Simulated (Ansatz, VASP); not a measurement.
**Two plane-wave programs on BN**

```xyz
4
Lattice="2.5158 0.0000 0.0000 -1.2579 2.1787 0.0000 0.0000 0.0000 4.2619" Properties=species:S:1:pos:R:3 pbc="T T T"
B     0.0000    1.4525   -0.0013
B     1.2579    0.7262    2.1296
N     0.0000    1.4525    1.5953
N     1.2579    0.7262    3.7262
```

Change from the starting cell: strained cell.

Alike in both runs: task relaxation of the atoms; functional PBE; k mesh 9 × 9 × 6; occupations gaussian, width 0.02 eV; no spin polarisation.

```csv
,VASP,Ansatz
version,VASP 6.6.1,Ansatz 0.2.0
potentials or method,"VASP PAW PBE potentials, release 64 (B, N), cutoff 520 eV","scalar-relativistic, plane waves, PAW"
valence electrons in the cell,16,16
```

VASP gave:

| Item | Value |
| --- | --- |
| gap on the k mesh at the Fermi level, each at its own relaxed structure (eV) | 5.06 |

What did Ansatz give for the same quantities?

gap on the k mesh at the Fermi level, each at its own relaxed structure (eV): 5.08.

Ansatz's warnings: stress scf threshold loose.
